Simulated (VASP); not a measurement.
# V3F (R-3c) in VASP: further runs

The runs below take V3F through single point, with r2SCAN, PBE+U.

Program: VASP 6.6.1. These are calculated values, not measurements. Logs are shortened: lines on timing, memory, paths and dates and some standing lists are left out, and cuts for length are marked.

**1. The cell of the first run**

Symmetry: R-3c, No. 167, trigonal system. Conventional cell: a = 5.278 Å, b = 5.278 Å, c = 14.620 Å, α = 90.00°, β = 90.00°, γ = 120.00°. F (site symmetry -3) has 6 V at 2.13 Å within 2.8 Å. V (site symmetry 2) has 2 F at 2.13 Å within 2.8 Å.

**2. Single point, r2SCAN**

Contents of POSCAR:

```
V3F
1.0
    2.6391546600      4.5711495900      0.0000000000
   -2.6391546600      4.5711495900      0.0000000000
    0.0000000000     -3.0474294400      4.8732586500
F V
2 6
Direct
    0.0000000000      0.0000000000      0.0000000000
    0.5000000000      0.5000000000      0.5000000000
    0.5900000000      0.9100000000      0.7500000000
    0.2500000000      0.5900000000      0.7500000000
    0.9100000000      0.2500000000      0.7500000000
    0.4100000000      0.0900000000      0.2500000000
    0.7500000000      0.4100000000      0.2500000000
    0.0900000000      0.7500000000      0.2500000000
```

Contents of INCAR.step1:

```
ALGO = Normal
EDIFF = 1E-4
ENCUT = 520
GGA = PE
ISMEAR = 0
LASPH = T
LCHARG = F
LREAL = F
LWAVE = T
NBANDS = 56
NELM = 100
PREC = Accurate
SIGMA = 0.0143
```

Contents of INCAR.step2:

```
ALGO = Normal
EDIFF = 1E-6
ENCUT = 520
ISIF = 2
ISMEAR = 0
ISTART = 1
LASPH = T
LCHARG = F
LMIXTAU = T
LREAL = F
LWAVE = F
METAGGA = R2SCAN
NBANDS = 56
NELM = 100
PREC = Accurate
SIGMA = 0.0143
```

Contents of KPOINTS:

```
k-points
0
Gamma
  4 4 4
```

Potentials or basis: VASP PAW PBE potentials, release 64 (F, V_sv).

The run is started by

```bash
> cat potpaw_PBE.64/F/POTCAR potpaw_PBE.64/V_sv/POTCAR > POTCAR
> cp INCAR.step1 INCAR
> mpirun -np 1 vasp_std > vasp.out
> cp INCAR.step2 INCAR
> mpirun -np 1 vasp_std > vasp.out
```

OUTCAR:

```text
EDIFF = 1E-6
   ENCUT = 520
   ISIF = 2
   ISMEAR = 0
   ISTART = 1
   LASPH = T
   LREAL = F
   METAGGA = R2SCAN
   NELM = 100
   PREC = Accurate

 ion  position               nearest neighbor table
   1  0.000  0.000  0.000-   5 2.13   8 2.13   7 2.13   4 2.13   3 2.13   6 2.13
   2  0.500  0.500  0.500-   4 2.13   7 2.13   5 2.13   8 2.13   3 2.13   6 2.13
   3  0.590  0.910  0.750-   1 2.13   2 2.13
   4  0.250  0.590  0.750-   2 2.13   1 2.13
   5  0.910  0.250  0.750-   1 2.13   2 2.13
   6  0.410  0.090  0.250-   1 2.13   2 2.13
   7  0.750  0.410  0.250-   2 2.13   1 2.13
   8  0.090  0.750  0.250-   1 2.13   2 2.13

  LATTYP: Found a trigonal (rhomboedric) cell.
 ALAT       =     5.7476525891
 COS(alpha) =     0.5783240506

  Lattice vectors:

 A1 = (  -2.6391546600,   1.5237201500,   4.8732586500)
 A2 = (   0.0000000000,  -3.0474294400,   4.8732586500)
 A3 = (   2.6391546600,   1.5237201500,   4.8732586500)

Analysis of symmetry for initial positions (statically):
=====================================================================
 Subroutine PRICEL returns:
 Original cell was already a primitive cell.

 Routine SETGRP: Setting up the symmetry group for a
 trigonal (rhombohedral) supercell.

 Subroutine GETGRP returns: Found 12 space group operations
 (whereof  6 operations were pure point group operations)
 out of a pool of 12 trial point group operations.

The static configuration has the point symmetry S_6 .
 The point group associated with its full space group is D_3d.

Analysis of symmetry for dynamics (positions and initial velocities):
=====================================================================
 Subroutine PRICEL returns:
 Original cell was already a primitive cell.

 Routine SETGRP: Setting up the symmetry group for a
 trigonal (rhombohedral) supercell.

 Subroutine GETGRP returns: Found 12 space group operations
 (whereof  6 operations were pure point group operations)
 out of a pool of 12 trial point group operations.

The dynamic configuration has the point symmetry S_6 .
 The point group associated with its full space group is D_3d.

 Subroutine INISYM returns: Found 12 space group operations
 (whereof  6 operations are pure point group operations),
 and found     1 'primitive' translations

[... 95 lines left out ...]
   LREAL  =      F    real-space projection
   EDIFFG = 0.1E-04   stopping-criterion for IOM
   NSW    =      0    number of steps for IOM
   IBRION =     -1    ionic relax: 0-MD 1-quasi-New 2-CG
   NFREE  =      0    steps in history (QN), initial steepest desc. (CG)
   ISIF   =      2    stress and relaxation
   ISYM   =      2    0-nonsym 1-usesym 2-fastsym
   POTIM  = 0.5000    time-step for ionic-motion
   TEBEG  =    0.0;   TEEND  =   0.0 temperature during run
   PSTRESS=    0.0 pullay stress
   NELECT =      92.0000    total number of electrons
   NUPDOWN=      -1.0000    fix difference up-down
   EMIN   =  10.00;   EMAX   =-10.00  energy-range for DOS
   EFERMI =   0.00;   METHOD = LEGACY
   ISMEAR =     0;   SIGMA  =   0.01  broadening in eV -4-tet -1-fermi 0-gaus
   EFERMI_NEDOS =   21; number of points for ismear=-14 and -15
   IALGO  =     38    algorithm
   IMIX   =      4    mixing-type and parameters
     AMIX     =   0.40;   BMIX     =  1.00
     AMIX_MAG =   1.60;   BMIX_MAG =  1.00
  volume/ion in A,a.u.               =      14.70        99.19
  Fermi-wavevector in a.u.,A,eV,Ry     =   1.508542  2.850732 30.962782  2.275700
  Thomas-Fermi vector in A             =   2.618983
   LORBIT       =      0    0 simple, 1 ext, 2 COOP (PROOUT), +10 PAW based schemes
   METAGGA = R2SCAN    functional components
   LHFCALC =     F    Hartree Fock is set to
   AEXX    =    0.0000 exact exchange contribution
   IVDW    =     0    specifies the selected vdW correction
   LEPSILON=     F    determine dielectric tensor
   LRPA    =     F    only Hartree local field effects (RPA)
 non-spin polarized calculation
 Gauss-broadening in eV      SIGMA  =   0.01
  energy-cutoff  :      520.00
  volume of cell :      117.58
 maximum number of plane-waves:      3175
   NGX = 19   NGY = 19   NGZ = 21

 number of electron      92.0000021 magnetization

 Free energy of the ion-electron system (eV)
  ---------------------------------------------------
  ext. energy  EPLUGINS =         0.00000000
  ---------------------------------------------------
  free energy    TOTEN  =       -90.69511609 eV

  energy without entropy =      -90.69313016  energy(sigma->0) =      -90.69412312

 E-fermi :   7.7048     XC(G=0): -12.4998

 val. band max:        7.6899453966   @ k =   0.2500  -0.0000   0.0000
 cond. band min:       7.7108563600   @ k =   0.5000   0.2500   0.2500
 fundamental gap:      0.0209109634
 Fermi energy:         7.7048369750

 k-point     1 :       0.0000    0.0000    0.0000
  band No.  band energies     occupation
      1     -59.6784      2.00000
      2     -59.6319      2.00000
      3     -59.6271      2.00000
      4     -59.6271      2.00000
      5     -59.6241      2.00000
      6     -59.6241      2.00000
[... 756 lines left out ...]
     55       8.8164      0.00000
     56       8.8164      0.00000

------------------------ aborting loop because EDIFF is reached ----------------------------------------

  FORCE on cell =-STRESS in cart. coord.  units (eV):
  Direction    XX          YY          ZZ          XY          YZ          ZX
  --------------------------------------------------------------------------------------
  -------------------------------------------------------------------------------------
  Total      -16.4127118    -16.4127092    -14.5306430      0.0000000     -0.0000108      0.0000000
  in kB     -223.6408803   -223.6408440   -197.9956650      0.0000000     -0.0001471      0.0000000
  external PRESSURE =    -215.0924631 kB  Pullay stress =       0.0000000 kB

 VOLUME and BASIS-vectors are now :
 -----------------------------------------------------------------------------
  energy-cutoff  :      520.00
  volume of cell :      117.58
      direct lattice vectors                 reciprocal lattice vectors
     2.639154660  4.571149590  0.000000000     0.189454604  0.109381675  0.068400420
    -2.639154660  4.571149590  0.000000000    -0.189454604  0.109381675  0.068400420
     0.000000000 -3.047429440  4.873258650     0.000000000  0.000000000  0.205201503

 POSITION                                       TOTAL-FORCE (eV/Angst)
 -----------------------------------------------------------------------------------
      0.00000      0.00000      0.00000        -0.000000      0.000000      0.000000
      0.00000      3.04743      2.43663         0.000000     -0.000000      0.000000
     -0.84453      4.57115      3.65494        -0.729852     -0.000000      0.000000
     -0.89731      1.55419      3.65494         0.364926     -0.632071     -0.000000
      1.74184      3.01696      3.65494         0.364926      0.632071      0.000000
      0.84453      1.52372      1.21831         0.729852     -0.000000     -0.000000
      0.89731      4.54068      1.21831        -0.364926      0.632071      0.000000
     -1.74184      3.07791      1.21831        -0.364926     -0.632071      0.000000
 -----------------------------------------------------------------------------------
    total drift:                               -0.000000     -0.000000      0.000000

  FREE ENERGIE OF THE ION-ELECTRON SYSTEM (eV)
  ---------------------------------------------------
  free  energy   TOTEN  =       -90.6951160885 eV

  energy  without entropy=      -90.6931301567  energy(sigma->0) =      -90.69412312
```

OSZICAR.step1:

```text
N       E                     dE             d eps       ncg     rms          rms(c)
DAV:   1     0.147596955943E+04    0.14760E+04   -0.54222E+04  1464   0.184E+03
DAV:   2     0.581888193839E+02   -0.14178E+04   -0.13928E+04  1488   0.620E+02
DAV:   3    -0.626774234815E+02   -0.12087E+03   -0.11847E+03  1952   0.178E+02
DAV:   4    -0.666954609187E+02   -0.40180E+01   -0.39067E+01  1904   0.290E+01
DAV:   5    -0.667961561939E+02   -0.10070E+00   -0.99420E-01  1832   0.444E+00    0.322E+01
DAV:   6    -0.573480217188E+02    0.94481E+01   -0.77138E+01  1832   0.484E+01    0.621E+00
DAV:   7    -0.569373030926E+02    0.41072E+00   -0.40178E+00  1840   0.128E+01    0.295E+00
DAV:   8    -0.569062924516E+02    0.31011E-01   -0.30559E-01  1824   0.245E+00    0.123E+00
DAV:   9    -0.569025694187E+02    0.37230E-02   -0.88750E-02  2040   0.137E+00    0.455E-01
DAV:  10    -0.568993118155E+02    0.32576E-02   -0.18979E-02  1944   0.657E-01    0.977E-02
DAV:  11    -0.568994487534E+02   -0.13694E-03   -0.13028E-03  1624   0.157E-01    0.551E-02
DAV:  12    -0.568994133920E+02    0.35361E-04   -0.54711E-04  1200   0.108E-01
   1 F= -.56899413E+02 E0= -.56899199E+02  d E =-.428479E-03
```

It took 5 min on 1 thread of Intel Xeon 6975P-C (Granite Rapids), shared host; peak memory 0.3 GiB.

What came out:

* Free energy: -90.6951 eV
* Pressure: -21.5 GPa
* Largest force: 0.730 eV/Å
* Band gap on the k mesh: zero (bands 46 and 47 overlap by 0.10 eV)

Forces on the atoms (eV/Å):
```
F    0.000  0.000  0.000
F    0.000  0.000  0.000
V   -0.730  0.000  0.000
V    0.365 -0.632  0.000
V    0.365  0.632  0.000
V    0.730  0.000  0.000
V   -0.365  0.632  0.000
V   -0.365 -0.632  0.000
```

Stress tensor (GPa, compression positive):
```
-22.36   0.00   0.00
  0.00 -22.36   0.00
  0.00   0.00 -19.80
```

Caveat: the k points lie up to 0.36 Å⁻¹ apart; the PAW data sets were made with another functional, which shifts forces and pressure a little; the run has no spin polarisation, though such a crystal can be magnetic.

**3. Single point, r2SCAN**

POSCAR is that of step 2.

Contents of INCAR.step1:

```
SYSTEM = V3F
PREC = Accurate
ENCUT = 520
ISMEAR = 0
SIGMA = 0.0143
LREAL = .FALSE.
LASPH = .TRUE.
NELM = 100
NBANDS = 56
GGA = PE
ALGO = Normal
EDIFF = 1E-4
LWAVE = .TRUE.
LCHARG = .FALSE.
```

Contents of INCAR.step2:

```
SYSTEM = V3F
PREC = Accurate
ENCUT = 520
EDIFF = 1E-7
ISMEAR = 0
SIGMA = 0.0143
LREAL = .FALSE.
LASPH = .TRUE.
NELM = 100
ALGO = Normal
ISIF = 2
LWAVE = .FALSE.
LCHARG = .FALSE.
METAGGA = R2SCAN
LMIXTAU = .TRUE.
NBANDS = 56
ISTART = 1
```

Contents of KPOINTS:

```
regular mesh
0
G
  4 4 4
  0 0 0
```

Potentials or basis: VASP PAW PBE potentials, release 64 (F, V_sv).

The run is started by

```bash
> cat potpaw_PBE.64/F/POTCAR potpaw_PBE.64/V_sv/POTCAR > POTCAR
> cp INCAR.step1 INCAR
> mpirun -np 1 vasp_std > vasp.out
> cp INCAR.step2 INCAR
> mpirun -np 1 vasp_std > vasp.out
```

Wall time 6 min (1 thread of Intel Xeon 6975P-C (Granite Rapids), shared host); peak memory 0.3 GiB.

The run converged. Its results:

| Item | Value |
| --- | --- |
| Free energy | -90.6951 eV |
| Pressure | -21.5 GPa |
| Largest force | 0.730 eV/Å |
| Band gap on the k mesh | zero (bands 46 and 47 overlap by 0.10 eV) |

Forces on the atoms (eV/Å):
```
F    0.000  0.000  0.000
F    0.000  0.000  0.000
V   -0.730  0.000  0.000
V    0.365 -0.632  0.000
V    0.365  0.632  0.000
V    0.730  0.000  0.000
V   -0.365  0.632  0.000
V   -0.365 -0.632  0.000
```

Stress tensor (GPa, compression positive):
```
-22.37   0.00   0.00
  0.00 -22.37   0.00
  0.00   0.00 -19.80
```

Levels at points of the mesh, in eV from the Fermi level:
```
           k point  band 42  band 43  band 44  band 45  band 46  band 47  band 48  band 49  band 50  band 51
(0.00, 0.00, 0.00)    -1.09    -1.01    -0.58    -0.49    -0.49    -0.05    -0.05     0.35     0.35     0.52
(0.50, 0.00, 0.00)    -1.26    -0.18    -0.18    -0.07    -0.07     0.20     0.20     0.34     0.34     0.76
(0.50, 0.50, 0.00)    -0.98    -0.81    -0.32    -0.10    -0.03    -0.02     0.07     0.39     0.52     0.70
(0.00, 0.00, 0.50)    -0.86    -0.48    -0.48    -0.48    -0.48     0.33     0.33     0.33     0.33     0.71
```

Caveat: the k points lie up to 0.36 Å⁻¹ apart; the PAW data sets were made with another functional, which shifts forces and pressure a little; the run has no spin polarisation, though such a crystal can be magnetic.

**4. Single point, PBE+U**

Contents of INCAR:

```
SYSTEM = V3F
PREC = Accurate ; ENCUT = 520
EDIFF = 1E-7 ; ISMEAR = 0
SIGMA = 0.0143 ; LREAL = .False.
LASPH = .True. ; NELM = 150
ALGO = Normal ; ISIF = 2
LWAVE = .False. ; LCHARG = .False.
LMAXMIX = 4 ; LDAU = .True.
LDAUTYPE = 2 ; LDAUL = -1 2
LDAUU = 0 3 ; LDAUJ = 0 0
LDAUPRINT = 1 ; GGA = PE
NBANDS = 56
```

Contents of KPOINTS:

```
regular mesh
0
Gamma
  4 4 4
  0 0 0
```

POSCAR is that of step 3.

The run is started by

```bash
> cat potpaw_PBE.64/F/POTCAR potpaw_PBE.64/V_sv/POTCAR > POTCAR
> mpirun -np 1 vasp_std > vasp.out
```

Run time: 2.3 min. Hardware: 1 thread of Intel Xeon 6975P-C (Granite Rapids), shared host; peak memory 0.27 GiB.

It converged, with:

```yaml
Free_energy: -38.7572 eV
Pressure: -13.2 GPa
Largest_force: 0.818 eV/Å
Band_gap_on_the_k_mesh: zero (bands 46 and 47 overlap by 0.02 eV)
```

Forces on the atoms (eV/Å):
```
F    0.000  0.000  0.000
F    0.000  0.000  0.000
V   -0.818  0.000  0.000
V    0.409 -0.709  0.000
V    0.409  0.709  0.000
V    0.818  0.000  0.000
V   -0.409  0.709  0.000
V   -0.409 -0.709  0.000
```

Stress tensor (GPa, compression positive):
```
-15.88   0.00   0.00
  0.00 -15.88   0.00
  0.00   0.00  -7.82
```

Levels at points of the mesh, in eV from the Fermi level:
```tsv
k point	band 43	band 44	band 45	band 46	band 47	band 48	band 49	band 50
(0.00, 0.00, 0.00)	-0.89	-0.83	-0.40	-0.40	-0.01	-0.01	0.49	0.67
(0.50, 0.00, 0.00)	-0.18	-0.18	0.00	0.00	0.18	0.18	0.42	0.42
(0.50, 0.50, 0.00)	-0.78	-0.37	-0.13	-0.06	0.06	0.21	0.29	0.54
(0.00, 0.00, 0.50)	-0.39	-0.39	-0.39	-0.39	0.42	0.42	0.42	0.42
```

Eigenvalues of the final occupation matrices:
| site | spin | trace | eigenvalues |
| --- | --- | --- | --- |
| site 3 d | 1 | 1.45 | 0.13 0.22 0.30 0.32 0.48 |
| site 3 d | 2 | 1.45 | 0.13 0.22 0.30 0.32 0.48 |
| site 4 d | 1 | 1.45 | 0.13 0.22 0.30 0.32 0.48 |
| site 4 d | 2 | 1.45 | 0.13 0.22 0.30 0.32 0.48 |
| site 5 d | 1 | 1.45 | 0.13 0.22 0.30 0.32 0.48 |
| site 5 d | 2 | 1.45 | 0.13 0.22 0.30 0.32 0.48 |
| site 6 d | 1 | 1.45 | 0.13 0.22 0.30 0.32 0.48 |
| site 6 d | 2 | 1.45 | 0.13 0.22 0.30 0.32 0.48 |
| site 7 d | 1 | 1.45 | 0.13 0.22 0.30 0.32 0.48 |
| site 7 d | 2 | 1.45 | 0.13 0.22 0.30 0.32 0.48 |
| site 8 d | 1 | 1.45 | 0.13 0.22 0.30 0.32 0.48 |
| site 8 d | 2 | 1.45 | 0.13 0.22 0.30 0.32 0.48 |

Caveat: the k points lie up to 0.36 Å⁻¹ apart; the run has no spin polarisation, though such a crystal can be magnetic; U without spin polarisation on a metal has little footing.
